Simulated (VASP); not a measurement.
# SnSe (Cmcm) in VASP: single point with PBE+D3(BJ)

Aim: the single point of SnSe with PBE+D3(BJ).

All numbers are computed with VASP 6.6.1; they aren't measurements. Logs are shortened: lines on timing, memory, paths and dates and some standing lists are left out, and cuts for length are marked.

## Step 1: The cell of the first run

Symmetry: Cmcm, No. 63, orthorhombic system. Conventional cell: a = 4.231 Å, b = 11.576 Å, c = 4.224 Å, α = 90.00°, β = 90.00°, γ = 90.00°. Sn (site symmetry m2m) has 7 Se at 2.73 to 3.72 Å and 2 Sn at 3.54 Å within 3.8 Å. Within 4.0 Å of Se (site symmetry m2m) lie 7 Sn at 2.73 to 3.72 Å and 6 Se at 3.90 to 3.91 Å.

## Step 2: Single point, PBE+D3(BJ)

POSCAR

```
SnSe
1.0
    2.1152890379     -5.7881885231      0.0000000000
    2.1152890379      5.7881885231      0.0000000000
    0.0000000000      0.0000000000      4.2244215204
Sn Se
2 2
Direct
    0.8773984471      0.1226015529      0.2500000000
    0.1226015529      0.8773984471      0.7500000000
    0.6413992651      0.3586007349      0.2500000000
    0.3586007349      0.6413992651      0.7500000000
```

INCAR.step1

```
  ALGO = Normal
  EDIFF = 1E-6
  ENCUT = 520
  GGA = PE
  ISIF = 2
  ISMEAR = 0
  IVDW = 12
  LASPH = True
  LCHARG = True
  LREAL = False
  LWAVE = False
  NBANDS = 28
  NELM = 60
  PREC = Accurate
  SIGMA = 0.01
```

KPOINTS.step1

```
k-points
0
Gamma
  10 10 8
```

INCAR.step2

```
  ALGO = Normal
  EDIFF = 1E-6
  ENCUT = 520
  GGA = PE
  ICHARG = 11
  ISIF = 2
  ISMEAR = -5
  IVDW = 12
  LASPH = True
  LCHARG = False
  LORBIT = 11
  LREAL = False
  LWAVE = False
  NEDOS = 2001
  NELM = 60
  PREC = Accurate
  SIGMA = 0.01
```

KPOINTS.step2

```
k-points
0
Gamma
  15 15 12
```

Potentials or basis: VASP PAW PBE potentials, release 64 (Sn_d, Se).

Run with:

```sh
cat potpaw_PBE.64/Sn_d/POTCAR potpaw_PBE.64/Se/POTCAR > POTCAR
cp INCAR.step1 INCAR
cp KPOINTS.step1 KPOINTS
mpirun -np 1 vasp_std > vasp.out
cp INCAR.step2 INCAR
cp KPOINTS.step2 KPOINTS
mpirun -np 1 vasp_std > vasp.out
```

OUTCAR:

```text
EDIFF = 1E-6
   ENCUT = 520
   GGA = PE
   ICHARG = 11
   ISIF = 2
   ISMEAR = -5
   IVDW = 12
   LASPH = True
   LORBIT = 11
   LREAL = False
   NELM = 60
   PREC = Accurate
 IVDW          = 12

 ion  position               nearest neighbor table
   1  0.877  0.123  0.250-   3 2.73   4 3.00   4 3.00   4 3.00   4 3.00   2 3.54   2 3.54
   2  0.123  0.877  0.750-   4 2.73   3 3.00   3 3.00   3 3.00   3 3.00   1 3.54   1 3.54
   3  0.641  0.359  0.250-   1 2.73   2 3.00   2 3.00   2 3.00   2 3.00
   4  0.359  0.641  0.750-   2 2.73   1 3.00   1 3.00   1 3.00   1 3.00

  LATTYP: Found a base centered orthorhombic cell.
 ALAT       =     4.2305780758
 B/A-ratio  =     2.7363582089
 C/A-ratio  =     0.9985447484

  Lattice vectors:

 A1 = (   2.1152890379,  -5.7881885231,   0.0000000000)
 A2 = (   2.1152890379,   5.7881885231,   0.0000000000)
 A3 = (   0.0000000000,   0.0000000000,   4.2244215204)

Analysis of symmetry for initial positions (statically):
=====================================================================
 Subroutine PRICEL returns:
 Original cell was already a primitive cell.

 Routine SETGRP: Setting up the symmetry group for a
 base centered orthorhombic supercell.

 Subroutine GETGRP returns: Found  8 space group operations
 (whereof  4 operations were pure point group operations)
 out of a pool of  8 trial point group operations.

The static configuration has the point symmetry C_2h.
 The point group associated with its full space group is D_2h.

Analysis of symmetry for dynamics (positions and initial velocities):
=====================================================================
 Subroutine PRICEL returns:
 Original cell was already a primitive cell.

 Routine SETGRP: Setting up the symmetry group for a
 base centered orthorhombic supercell.

 Subroutine GETGRP returns: Found  8 space group operations
 (whereof  4 operations were pure point group operations)
 out of a pool of  8 trial point group operations.

The dynamic configuration has the point symmetry C_2h.
 The point group associated with its full space group is D_2h.

 Subroutine INISYM returns: Found  8 space group operations
 (whereof  4 operations are pure point group operations),
 and found     1 'primitive' translations

----------------------------------------------------------------------------------------

                                     Primitive cell

  volume of cell :     103.4450

  direct lattice vectors                    reciprocal lattice vectors
     2.115289038 -5.788188523  0.000000000     0.236374316 -0.086382812  0.000000000
     2.115289038  5.788188523  0.000000000     0.236374316  0.086382812  0.000000000
     0.000000000  0.000000000  4.224421520     0.000000000  0.000000000  0.236718802

  length of vectors
     6.162594753  6.162594753  4.224421520     0.251664077  0.251664077  0.236718802

  position of ions in fractional coordinates (direct lattice)
     0.877398447  0.122601553  0.250000000
     0.122601553  0.877398447  0.750000000
     0.641399265  0.358600735  0.250000000
     0.358600735  0.641399265  0.750000000

  ion indices of the primitive-cell ions
   primitive index   ion index
                 1           1
                 2           2
                 3           3
                 4           4

----------------------------------------------------------------------------------------

 KPOINTS: k-points

Automatic generation of k-mesh.
 Grid dimensions read from file:
 generate k-points for:   15   15   12

 Generating k-lattice:

  Cartesian coordinates                     Fractional coordinates (reciprocal lattice)
     0.015758288 -0.005758854  0.000000000     0.066666667  0.000000000  0.000000000
     0.015758288  0.005758854  0.000000000     0.000000000  0.066666667  0.000000000
     0.000000000  0.000000000  0.019726567     0.000000000  0.000000000  0.083333333

  Length of vectors
     0.016777605  0.016777605  0.019726567

  Shift w.r.t. Gamma in fractional coordinates (k-lattice)
     0.000000000  0.000000000  0.000000000

 TETIRR: Found   4050 inequivalent tetrahedra from    16200

 Subroutine IBZKPT returns following result:
 ===========================================

 Found    448 irreducible k-points:

 Following reciprocal coordinates:
            Coordinates               Weight
  0.000000  0.000000  0.000000      1.000000
  0.066667 -0.000000  0.000000      4.000000
  0.133333  0.000000  0.000000      4.000000
  0.200000  0.000000  0.000000      4.000000
  0.266667  0.000000  0.000000      4.000000
  0.333333 -0.000000  0.000000      4.000000
[... 16 lines left out ...]
  0.133333  0.133333  0.000000      2.000000
  0.200000  0.133333  0.000000      4.000000
 [... further k-points ...]
   k-points           NKPTS =    448   k-points in BZ     NKDIM =    448   number of bands    NBANDS=     24
   number of dos      NEDOS =   2001   number of ions     NIONS =      4
   total plane-waves  NPLWV =  73728
   dimension x,y,z NGX =    48 NGY =   48 NGZ =   32
   dimension x,y,z NGXF=    96 NGYF=   96 NGZF=   64
   ions per type =               2   2
   NGX,Y,Z   is equivalent  to a cutoff of  12.95, 12.95, 12.59 a.u.
   NGXF,Y,Z  is equivalent  to a cutoff of  25.90, 25.90, 25.19 a.u.
 SYSTEM =  unknown system
   PREC   = accura    normal or accurate (medium, high low for compatibility)
   ISTART =      0    job   : 0-new  1-cont  2-samecut
   ICHARG =     11    charge: 1-file 2-atom 10-const
   ISPIN  =      1    spin polarized calculation?
   LNONCOLLINEAR =      F non collinear calculations
   LSORBIT =      F    spin-orbit coupling
   LASPH  =      T    aspherical Exc in radial PAW
   ENCUT  =  520.0 eV  38.22 Ry    6.18 a.u.  11.46 11.46  7.85*2*pi/ulx,y,z
   NELM   =     60;   NELMIN=  2; NELMDL=  0     # of ELM steps
   EDIFF  = 0.1E-05   stopping-criterion for ELM
   LREAL  =      F    real-space projection
   EDIFFG = 0.1E-04   stopping-criterion for IOM
   NSW    =      0    number of steps for IOM
   IBRION =     -1    ionic relax: 0-MD 1-quasi-New 2-CG
   NFREE  =      0    steps in history (QN), initial steepest desc. (CG)
   ISIF   =      2    stress and relaxation
   ISYM   =      2    0-nonsym 1-usesym 2-fastsym
   POTIM  = 0.5000    time-step for ionic-motion
   TEBEG  =    0.0;   TEEND  =   0.0 temperature during run
   PSTRESS=    0.0 pullay stress
   NELECT =      40.0000    total number of electrons
   NUPDOWN=      -1.0000    fix difference up-down
   EMIN   =  10.00;   EMAX   =-10.00  energy-range for DOS
   EFERMI =   0.00;   METHOD = LEGACY
   ISMEAR =    -5;   SIGMA  =   0.01  broadening in eV -4-tet -1-fermi 0-gaus
   EFERMI_NEDOS =   21; number of points for ismear=-14 and -15
   IALGO  =     38    algorithm
   IMIX   =      4    mixing-type and parameters
     AMIX     =   0.40;   BMIX     =  1.00
     AMIX_MAG =   1.60;   BMIX_MAG =  1.00
  volume/ion in A,a.u.               =      25.86       174.52
  Fermi-wavevector in a.u.,A,eV,Ry     =   1.192683  2.253844 19.354182  1.422492
  Thomas-Fermi vector in A             =   2.328715
   LORBIT       =     11    0 simple, 1 ext, 2 COOP (PROOUT), +10 PAW based schemes
   GGA     = PE    functional components
   LHFCALC =     F    Hartree Fock is set to
   AEXX    =    0.0000 exact exchange contribution
   IVDW    =    12    specifies the selected vdW correction
   LEPSILON=     F    determine dielectric tensor
   LRPA    =     F    only Hartree local field effects (RPA)
 non-spin polarized calculation
 Fermi weights with tetrahedron method with Bloechl corrections
  energy-cutoff  :      520.00
  volume of cell :      103.45
 maximum number of plane-waves:      2820
 NGX is ok and might be reduce to    48

 number of electron      39.9999997 magnetization

 Free energy of the ion-electron system (eV)
  ---------------------------------------------------
  ext. energy  EPLUGINS =         0.00000000
  ---------------------------------------------------
  free energy    TOTEN  =       -16.34630641 eV

  energy without entropy =      -16.34630641  energy(sigma->0) =      -16.34630641

 E-fermi :   5.9954     XC(G=0):  -9.8773

 val. band max:        5.9907225593   @ k =  -0.4667   0.4667   0.3333
 cond. band min:       6.1048894902   @ k =   0.4667   0.4667   0.0000
 fundamental gap:      0.1141669309
 Fermi energy:         5.9954448711

 k-point     1 :       0.0000    0.0000    0.0000
  band No.  band energies     occupation
      1     -15.6042      2.00000
      2     -15.6026      2.00000
      3     -15.5923      2.00000
      4     -15.5893      2.00000
      5     -15.5832      2.00000
      6     -15.5784      2.00000
[... 16 lines left out ...]
     23       9.9541      0.00000
     24      10.4410      0.00000

 k-point     2 :       0.0667   -0.0000    0.0000
  band No.  band energies     occupation
      1     -15.6038      2.00000
      2     -15.6021      2.00000
      3     -15.5930      2.00000
      4     -15.5894      2.00000
      5     -15.5828      2.00000
      6     -15.5775      2.00000
[... 16 lines left out ...]
     23      10.2263      0.00000
     24      10.2604      0.00000

 k-point     3 :       0.1333    0.0000    0.0000
  band No.  band energies     occupation
      1     -15.6028      2.00000
      2     -15.6008      2.00000
      3     -15.5947      2.00000
      4     -15.5902      2.00000
      5     -15.5817      2.00000
      6     -15.5750      2.00000
[... 16 lines left out ...]
     23       9.6865      0.00000
     24      10.2562      0.00000
[... 514 lines left out ...]
 k-point    23 :       0.1333    0.1333    0.0000
  band No.  band energies     occupation
      1     -15.6002      2.00000
      2     -15.5989      2.00000
      3     -15.5958      2.00000
      4     -15.5930      2.00000
      5     -15.5800      2.00000
      6     -15.5676      2.00000
[... 16 lines left out ...]
     23       8.8529      0.00000
     24       9.0066      0.00000

 k-point    24 :       0.2000    0.1333    0.0000
  band No.  band energies     occupation
      1     -15.6011      2.00000
      2     -15.5985      2.00000
      3     -15.5942      2.00000
      4     -15.5936      2.00000
      5     -15.5787      2.00000
      6     -15.5634      2.00000
[... 16 lines left out ...]
     23       8.3780      0.00000
     24       8.4424      0.00000

 [... further k-points ...]

------------------------ aborting loop because EDIFF is reached ----------------------------------------

 Edisp (eV)   -1.49471

 E8    (eV) :    -0.6736

  FORCE on cell =-STRESS in cart. coord.  units (eV):
  Direction    XX          YY          ZZ          XY          YZ          ZX
  --------------------------------------------------------------------------------------
  -------------------------------------------------------------------------------------
  Total       0.02596     0.06086     0.02099     0.00000     0.00000     0.00000
  in kB       0.40203     0.94260     0.32506     0.00000     0.00000     0.00000
  external pressure =        0.56 kB  Pullay stress =        0.00 kB

 VOLUME and BASIS-vectors are now :
 -----------------------------------------------------------------------------
  energy-cutoff  :      520.00
  volume of cell :      103.45
      direct lattice vectors                 reciprocal lattice vectors
     2.115289038 -5.788188523  0.000000000     0.236374316 -0.086382812  0.000000000
     2.115289038  5.788188523  0.000000000     0.236374316  0.086382812  0.000000000
     0.000000000  0.000000000  4.224421520     0.000000000  0.000000000  0.236718802

 POSITION                                       TOTAL-FORCE (eV/Angst)
 -----------------------------------------------------------------------------------
      2.11529     -4.36891      1.05611         0.000000     -0.011181      0.000000
      2.11529      4.36891      3.16832         0.000000      0.011181     -0.000000
      2.11529     -1.63689      1.05611         0.000000      0.012493     -0.000000
      2.11529      1.63689      3.16832         0.000000     -0.012493     -0.000000
 -----------------------------------------------------------------------------------
    total drift:                               -0.000000     -0.000000      0.000000

  FREE ENERGIE OF THE ION-ELECTRON SYSTEM (eV)
  ---------------------------------------------------
  free  energy   TOTEN  =       -17.8410114360 eV

  energy  without entropy=      -17.8410114360  energy(sigma->0) =      -17.84101144

 total charge

# of ion       s       p       d       tot
------------------------------------------
    1        1.358   0.719   9.997  12.074
    2        1.358   0.719   9.997  12.074
    3        1.474   2.320   0.026   3.820
    4        1.474   2.320   0.026   3.820
--------------------------------------------------
tot          5.664   6.079  20.047  31.790
```

Wall time 8.7 min (1 thread of Intel Xeon 6975P-C (Granite Rapids), shared host); peak memory 1 GiB.

What came out:

```yaml
Valence_electrons_inside_the_program's_atomic_spheres: Sn 12.07; Se 3.82
Dispersion_energy_per_atom: -0.374 eV
```

Caveat: spin-orbit coupling is left out, which moves the levels of the heavy elements.
